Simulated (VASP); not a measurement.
# P (P6_3/mmc) in VASP: a series of runs

P is run at these levels: LDA; tasks: single point.

Everything below comes from runs of VASP 6.6.1. Logs are shortened: lines on timing, memory, paths and dates and some standing lists are left out, and cuts for length are marked.

## (1) The cell of the first run

It takes space group P6_3/mmc (No. 194, hexagonal). Conventional cell: a = 2.632 Å, b = 2.632 Å, c = 9.711 Å, α = 90.00°, β = 90.00°, γ = 120.00°. P (site symmetry -3m) has 12 P at 2.63 to 2.86 Å within 3.5 Å. P (site symmetry -6m2) has 12 P at 2.63 to 2.86 Å within 3.5 Å.

This isn't the form of P at room conditions, which is orthorhombic.

## (2) Single point, LDA (14.57 Å³/atom)

The input, INCAR:

```
SYSTEM = P
  PREC = Accurate
  ENCUT = 520
  EDIFF = 1E-6
  ISMEAR = -1
  SIGMA = 0.1
  LREAL = .False.
  LASPH = .True.
  NELM = 60
  ALGO = Normal
  ISIF = 2
  LWAVE = .False.
  LCHARG = .False.
  NBANDS = 18
```

The input, KPOINTS:

```
Automatic mesh
0
Gamma
  18 18 5
  0 0 0
```

The input, POSCAR:

```
P
1.0
    2.6321682620      0.0000000000      0.0000000000
   -1.3160841310      2.2795245819      0.0000000000
    0.0000000000      0.0000000000      9.7110707266
P
4
Direct
    0.0000000000      1.0000000000      1.0000000000
    0.0000000000      1.0000000000      0.5000000000
    0.3333333333      0.6666666667      0.2500000000
    0.6666666667      0.3333333333      0.7500000000
```

Potentials or basis: VASP PAW LDA potentials, release 64 (P).

On the command line:

```bash
> cat potpaw_LDA.64/P/POTCAR > POTCAR
> mpirun -np 1 vasp_std > vasp.out
```

OUTCAR:

```text
SYSTEM = P
   PREC = Accurate
   ENCUT = 520
   EDIFF = 1E-6
   ISMEAR = -1
   LREAL = .False.
   LASPH = .True.
   NELM = 60
   ISIF = 2

 ion  position               nearest neighbor table
   1  0.000  0.000  0.000-   3 2.86   4 2.86   3 2.86   4 2.86   4 2.86   3 2.86
   2  0.000  0.000  0.500-   3 2.86   4 2.86   3 2.86   4 2.86   4 2.86   3 2.86
   3  0.333  0.667  0.250-   1 2.86   2 2.86   1 2.86   2 2.86   1 2.86   2 2.86
   4  0.667  0.333  0.750-   1 2.86   2 2.86   1 2.86   2 2.86   1 2.86   2 2.86

  LATTYP: Found a hexagonal cell.
 ALAT       =     2.6321682620
 C/A-ratio  =     3.6893806778

  Lattice vectors:

 A1 = (   2.6321682620,   0.0000000000,   0.0000000000)
 A2 = (  -1.3160841310,   2.2795245819,   0.0000000000)
 A3 = (   0.0000000000,   0.0000000000,   9.7110707266)

Analysis of symmetry for initial positions (statically):
=====================================================================
 Subroutine PRICEL returns:
 Original cell was already a primitive cell.

 Routine SETGRP: Setting up the symmetry group for a
 hexagonal supercell.

 Subroutine GETGRP returns: Found 24 space group operations
 (whereof 12 operations were pure point group operations)
 out of a pool of 24 trial point group operations.

The static configuration has the point symmetry D_3d.
 The point group associated with its full space group is D_6h.

Analysis of symmetry for dynamics (positions and initial velocities):
=====================================================================
 Subroutine PRICEL returns:
 Original cell was already a primitive cell.

 Routine SETGRP: Setting up the symmetry group for a
 hexagonal supercell.

 Subroutine GETGRP returns: Found 24 space group operations
 (whereof 12 operations were pure point group operations)
 out of a pool of 24 trial point group operations.

The dynamic configuration has the point symmetry D_3d.
 The point group associated with its full space group is D_6h.

 Subroutine INISYM returns: Found 24 space group operations
 (whereof 12 operations are pure point group operations),
 and found     1 'primitive' translations

----------------------------------------------------------------------------------------

                                     Primitive cell

  volume of cell :      58.2673

  direct lattice vectors                    reciprocal lattice vectors
     2.632168262  0.000000000  0.000000000     0.379914922  0.219343982  0.000000000
    -1.316084131  2.279524582  0.000000000     0.000000000  0.438687965  0.000000000
     0.000000000  0.000000000  9.711070727     0.000000000  0.000000000  0.102975257

  length of vectors
     2.632168262  2.632168262  9.711070727     0.438687965  0.438687965  0.102975257

  position of ions in fractional coordinates (direct lattice)
     0.000000000  0.000000000  0.000000000
     0.000000000  0.000000000  0.500000000
     0.333333333  0.666666667  0.250000000
     0.666666667  0.333333333  0.750000000

  ion indices of the primitive-cell ions
   primitive index   ion index
                 1           1
                 2           2
                 3           3
                 4           4

----------------------------------------------------------------------------------------

 KPOINTS: Automatic mesh

Automatic generation of k-mesh.
 Grid dimensions read from file:
 generate k-points for:   18   18    5

 Generating k-lattice:

  Cartesian coordinates                     Fractional coordinates (reciprocal lattice)
     0.021106385  0.012185777  0.000000000     0.055555556  0.000000000  0.000000000
     0.000000000  0.024371554  0.000000000     0.000000000  0.055555556  0.000000000
     0.000000000  0.000000000  0.020595051     0.000000000  0.000000000  0.200000000

  Length of vectors
     0.024371554  0.024371554  0.020595051

  Shift w.r.t. Gamma in fractional coordinates (k-lattice)
     0.000000000  0.000000000  0.000000000

 Subroutine IBZKPT returns following result:
 ===========================================

 Found    111 irreducible k-points:

 Following reciprocal coordinates:
            Coordinates               Weight
  0.000000  0.000000  0.000000      1.000000
  0.055556  0.000000  0.000000      6.000000
  0.111111  0.000000  0.000000      6.000000
  0.166667  0.000000  0.000000      6.000000
  0.222222  0.000000  0.000000      6.000000
  0.277778  0.000000  0.000000      6.000000
[... 16 lines left out ...]
  0.333333  0.111111  0.000000     12.000000
  0.388889  0.111111  0.000000     12.000000
 [... further k-points ...]
   k-points           NKPTS =    111   k-points in BZ     NKDIM =    111   number of bands    NBANDS=     18
   number of dos      NEDOS =    301   number of ions     NIONS =      4
   total plane-waves  NPLWV =  28800
   dimension x,y,z NGX =    20 NGY =   20 NGZ =   72
   dimension x,y,z NGXF=    40 NGYF=   40 NGZF=  144
   ions per type =               4
   NGX,Y,Z   is equivalent  to a cutoff of  12.63, 12.63, 12.33 a.u.
   NGXF,Y,Z  is equivalent  to a cutoff of  25.26, 25.26, 24.65 a.u.
 SYSTEM =  P
   PREC   = accura    normal or accurate (medium, high low for compatibility)
   ISTART =      0    job   : 0-new  1-cont  2-samecut
   ICHARG =      2    charge: 1-file 2-atom 10-const
   ISPIN  =      1    spin polarized calculation?
   LNONCOLLINEAR =      F non collinear calculations
   LSORBIT =      F    spin-orbit coupling
   LASPH  =      T    aspherical Exc in radial PAW
   ENCUT  =  520.0 eV  38.22 Ry    6.18 a.u.   4.89  4.89 18.06*2*pi/ulx,y,z
   NELM   =     60;   NELMIN=  2; NELMDL= -5     # of ELM steps
   EDIFF  = 0.1E-05   stopping-criterion for ELM
   LREAL  =      F    real-space projection
   EDIFFG = 0.1E-04   stopping-criterion for IOM
   NSW    =      0    number of steps for IOM
   IBRION =     -1    ionic relax: 0-MD 1-quasi-New 2-CG
   NFREE  =      0    steps in history (QN), initial steepest desc. (CG)
   ISIF   =      2    stress and relaxation
   ISYM   =      2    0-nonsym 1-usesym 2-fastsym
   POTIM  = 0.5000    time-step for ionic-motion
   TEBEG  =    0.0;   TEEND  =   0.0 temperature during run
   PSTRESS=    0.0 pullay stress
   NELECT =      20.0000    total number of electrons
   NUPDOWN=      -1.0000    fix difference up-down
   EMIN   =  10.00;   EMAX   =-10.00  energy-range for DOS
   EFERMI =   0.00;   METHOD = LEGACY
   ISMEAR =    -1;   SIGMA  =   0.10  broadening in eV -4-tet -1-fermi 0-gaus
   EFERMI_NEDOS =   21; number of points for ismear=-14 and -15
   IALGO  =     38    algorithm
   IMIX   =      4    mixing-type and parameters
     AMIX     =   0.40;   BMIX     =  1.00
     AMIX_MAG =   1.60;   BMIX_MAG =  1.00
  volume/ion in A,a.u.               =      14.57        98.30
  Fermi-wavevector in a.u.,A,eV,Ry     =   1.146242  2.166084 17.876310  1.313872
  Thomas-Fermi vector in A             =   2.282928
   LORBIT       =      0    0 simple, 1 ext, 2 COOP (PROOUT), +10 PAW based schemes
   GGA     = CA    functional components
   LHFCALC =     F    Hartree Fock is set to
   AEXX    =    0.0000 exact exchange contribution
   IVDW    =     0    specifies the selected vdW correction
   LEPSILON=     F    determine dielectric tensor
   LRPA    =     F    only Hartree local field effects (RPA)
 non-spin polarized calculation
  energy-cutoff  :      520.00
  volume of cell :       58.27
 maximum number of plane-waves:      1599
 NGX is ok and might be reduce to    20
   NGX =  9   NGY =  9   NGZ = 37

 number of electron      19.9999997 magnetization

 Free energy of the ion-electron system (eV)
  ---------------------------------------------------
  ext. energy  EPLUGINS =         0.00000000
  ---------------------------------------------------
  free energy    TOTEN  =       -21.36535287 eV

  energy without entropy =      -21.29137847  energy(sigma->0) =      -21.32836567

 E-fermi :   9.6394     XC(G=0): -11.5267

 val. band max:        9.6340103437   @ k =   0.2778   0.2778   0.4000
 cond. band min:       9.6401694395   @ k =   0.3889   0.2222   0.2000
 fundamental gap:      0.0061590958
 Fermi energy:         9.6393684118

 k-point     1 :       0.0000    0.0000    0.0000
  band No.  band energies     occupation
      1      -6.6148      2.00000
      2      -5.2172      2.00000
      3      -5.2050      2.00000
      4      -2.3525      2.00000
      5       1.4616      2.00000
      6       6.9756      2.00000
[... 10 lines left out ...]
     17      18.4730      0.00000
     18      21.5075      0.00000

 k-point     2 :       0.0556    0.0000    0.0000
  band No.  band energies     occupation
      1      -6.5312      2.00000
      2      -5.1341      2.00000
      3      -5.1220      2.00000
      4      -2.2710      2.00000
      5       1.5418      2.00000
      6       7.0492      2.00000
[... 10 lines left out ...]
     17      18.7415      0.00000
     18      21.0355      0.00000

 k-point     3 :       0.1111    0.0000    0.0000
  band No.  band energies     occupation
      1      -6.2805      2.00000
      2      -4.8853      2.00000
      3      -4.8731      2.00000
      4      -2.0269      2.00000
      5       1.7819      2.00000
      6       7.2680      2.00000
[... 10 lines left out ...]
     17      19.0241      0.00000
     18      19.9458      0.00000

 k-point     4 :       0.1667    0.0000    0.0000
  band No.  band energies     occupation
      1      -5.8636      2.00000
      2      -4.4716      2.00000
      3      -4.4595      2.00000
      4      -1.6220      2.00000
      5       2.1807      2.00000
      6       7.6246      2.00000
[... 375 lines left out ...]
      4       0.7294      2.00000
      5       4.5009      2.00000
      6       5.5697      2.00000
[... 10 lines left out ...]
     17      16.9500      0.00000
     18      18.5920      0.00000

 k-point    23 :       0.3333    0.1111    0.0000
  band No.  band energies     occupation
      1      -2.3474      2.00000
      2      -1.0017      2.00000
      3      -0.9975      2.00000
      4       1.6118      2.00000
      5       3.9234      2.00000
      6       4.8365      2.00000
[... 10 lines left out ...]
     17      16.2097      0.00000
     18      17.5083      0.00000

 k-point    24 :       0.3889    0.1111    0.0000
  band No.  band energies     occupation
      1      -1.1822      2.00000
      2       0.0634      2.00000
      3       0.1076      2.00000
      4       1.7576      2.00000
      5       3.0596      2.00000
      6       3.4400      2.00000
[... 10 lines left out ...]
     17      15.5311      0.00000
     18      16.5341      0.00000

 [... further k-points ...]
[... 5 lines left out ...]
  --------------------------------------------------------------------------------------
  -------------------------------------------------------------------------------------
  Total       -1.5611333     -1.5611333     -1.1267120      0.0000000      0.0000000     -0.0000000
  in kB      -42.9265048    -42.9265048    -30.9812145      0.0000000      0.0000000     -0.0000000
  external PRESSURE =     -38.9447414 kB  Pullay stress =       0.0000000 kB

 VOLUME and BASIS-vectors are now :
 -----------------------------------------------------------------------------
  energy-cutoff  :      520.00
  volume of cell :       58.27
      direct lattice vectors                 reciprocal lattice vectors
     2.632168262  0.000000000  0.000000000     0.379914922  0.219343982  0.000000000
    -1.316084131  2.279524582  0.000000000     0.000000000  0.438687965  0.000000000
     0.000000000  0.000000000  9.711070727     0.000000000  0.000000000  0.102975257

 POSITION                                       TOTAL-FORCE (eV/Angst)
 -----------------------------------------------------------------------------------
      0.00000      0.00000      0.00000        -0.000000      0.000000      0.000000
      0.00000      0.00000      4.85554        -0.000000      0.000000      0.000000
     -0.00000      1.51968      2.42777         0.000000     -0.000000     -0.000000
      1.31608      0.75984      7.28330        -0.000000      0.000000     -0.000000
 -----------------------------------------------------------------------------------
    total drift:                                0.000000      0.000000     -0.000000

  FREE ENERGIE OF THE ION-ELECTRON SYSTEM (eV)
  ---------------------------------------------------
  free  energy   TOTEN  =       -21.3653528687 eV

  energy  without entropy=      -21.2913784691  energy(sigma->0) =      -21.32836567
```

Run time: 30 s. Hardware: 1 thread of Intel Xeon 6975P-C (Granite Rapids), shared host; peak memory 0.2 GiB.

Results:

| Item | Value |
| --- | --- |
| Free energy | -21.3654 eV |
| Pressure | -3.9 GPa |
| Band gap on the k mesh | zero (bands 10 and 11 overlap by 10.16 eV) |

Caveat: the cell stands under tension.

## (3) Single point, LDA (15.13 Å³/atom)

This run uses another cell than the first one, of 15.13 Å³/atom.

The input, INCAR:

```
PREC = Accurate ; ENCUT = 520
EDIFF = 1E-6 ; ISMEAR = -1
SIGMA = 0.1 ; LREAL = False
LASPH = True ; NELM = 80
ALGO = Normal ; ISIF = 2
LWAVE = False ; LCHARG = False
GGA = CA ; NBANDS = 18
```

The input, KPOINTS:

```
regular mesh
0
Gamma
  18 18 5
```

The input, POSCAR:

```
P
1.0
    2.6654903850      0.0000000000      0.0000000000
   -1.3327451925      2.3083823870      0.0000000000
    0.0000000000      0.0000000000      9.8340087234
P
4
Direct
    0.0000000000      1.0000000000      1.0000000000
    0.0000000000      1.0000000000      0.5000000000
    0.3333333333      0.6666666667      0.2500000000
    0.6666666667      0.3333333333      0.7500000000
```

Potentials or basis: VASP PAW LDA potentials, release 64 (P).

On the command line:

```bash
> cat potpaw_LDA.64/P/POTCAR > POTCAR
> mpirun -np 1 vasp_std > vasp.out
```

Run time: 34 s. Hardware: 1 thread of Intel Xeon 6975P-C (Granite Rapids), shared host; peak memory 0.2 GiB.

It converged, with:

```yaml
Free_energy: -21.2893 eV
Pressure: -7.0 GPa
Band_gap_on_the_k_mesh: zero (bands 10 and 11 overlap by 9.72 eV)
```

Stress tensor (GPa, compression positive):
```
-7.65  0.00  0.00
 0.00 -7.65  0.00
 0.00  0.00 -5.60
```

Levels at points of the mesh, in eV from the Fermi level:
| k point | band 8 | band 9 | band 10 | band 11 | band 12 | band 13 |
| --- | --- | --- | --- | --- | --- | --- |
| (0.00, 0.00, 0.00) | 4.25 | 6.13 | 6.13 | 6.64 | 6.64 | 6.71 |
| (0.50, 0.00, 0.00) | -4.98 | -2.20 | -1.28 | 1.62 | 1.92 | 2.46 |

Caveat: the cell stands under tension.

(Part 1 of 2 ends here.)
